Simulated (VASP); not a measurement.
Input of a VASP 6.6.1 run:

Contents of INCAR:

```
SYSTEM = CO2
PREC = Accurate
ENCUT = 1000
EDIFF = 1E-6
ISMEAR = -1
SIGMA = 0.05
LREAL = Auto
LASPH = .True.
NELM = 120
ALGO = Normal
ISIF = 2
LWAVE = .False.
LCHARG = .False.
GGA = PE
IVDW = 12
NBANDS = 101
GGA_COMPAT = .False.
```

Contents of KPOINTS:

```
regular mesh
0
Gamma
  1 1 1
  0 0 0
```

The input POSCAR:

```
CO2
1.0
    8.4061180000      0.0000000000      0.0000000000
    0.0000000000      8.4061180000      0.0000000000
    0.0000000000      0.0000000000      8.4061180000
C O
10 20
Direct
    0.5209752535      0.6198164456      0.4216665186
    0.7504477996      0.3089559894      0.5868984753
   -0.0278438737      0.6072211117      0.3459118759
    0.3278008180      0.9789767645      0.9907229880
    0.5692668714      0.3180538251      0.1241272173
    0.0918395619      0.8998293738      0.5878494546
    0.2349484602      0.3220215086      0.6680208618
    0.7450139289      0.9647076983      0.8344880990
    0.9640570095      0.5616974865      0.9095574910
    0.5192830697      1.0078564961      0.4122442897
    0.4370240310      0.6024049546      0.3121188368
    0.6044615762      0.6382252037      0.5315593868
    0.7491704918      0.3099094894      0.7256577979
    0.7511441902      0.3077555592      0.4475040436
    0.0576762078      0.5640554733      0.4472424366
   -0.1139166109      0.6505307405      0.2458740211
    0.2704463792      0.9077459634      1.0954520895
    0.3856933610      1.0500144822      0.8858026203
    0.4543946953      0.2579592790      0.1752894589
    0.6837370521      0.3784455045      0.0739125907
    0.1282580233      0.8571704828      0.7153680065
    0.0554476757      0.9407775922      0.4600717097
    0.1181605760      0.2463891005      0.6679588152
    0.3511219242      0.3984946937      0.6682934894
    0.7422534635      0.9807879289      0.9724088695
    0.7480078686      0.9492564852      0.6959904510
    1.0699823462      0.4876062310      0.9614417885
    0.8592834862      0.6355684346      0.8559062081
    0.6120735029      0.9561383220      0.3226904391
    0.4262074605      1.0581007799      0.5029351695
```

Potentials or basis: VASP PAW PBE potentials, release 64 (C_h, O_h).

The run is started by

```bash
$ cat potpaw_PBE.64/C_h/POTCAR potpaw_PBE.64/O_h/POTCAR > POTCAR
$ mpirun -np 1 vasp_gam > vasp.out
```

Problem. Estimate the pressure.

Solution. 0.1 GPa.

Problem. Estimate the largest force.

Solution. 0.052 eV/Å.

Problem. Estimate the dispersion energy per atom.

Solution. -0.051 eV.

Forces on the atoms (eV/Å):
```
C    0.010  0.007  0.017
C   -0.002 -0.006 -0.041
C   -0.006 -0.004  0.011
C   -0.008 -0.015  0.016
C    0.021  0.013 -0.013
C    0.000 -0.002 -0.014
C    0.026  0.015  0.001
C    0.003  0.006 -0.005
C    0.015 -0.004  0.001
C   -0.030  0.009  0.027
O   -0.028 -0.009 -0.016
O    0.022 -0.002  0.016
O    0.010  0.007  0.051
O   -0.011 -0.009  0.002
O   -0.012 -0.003  0.004
O   -0.009 -0.001 -0.012
O   -0.013 -0.001  0.002
O    0.016  0.009 -0.024
O   -0.021 -0.011  0.009
O   -0.006  0.005  0.006
O    0.005  0.001  0.000
O    0.001 -0.005 -0.006
O   -0.017 -0.020 -0.003
O    0.009  0.002 -0.004
O    0.010  0.006  0.023
O   -0.001  0.006 -0.012
O    0.009  0.000 -0.001
O   -0.010  0.023 -0.004
O    0.017 -0.021 -0.030
O    0.001  0.003  0.000
```

Caveat: the k points lie up to 0.75 Å⁻¹ apart.
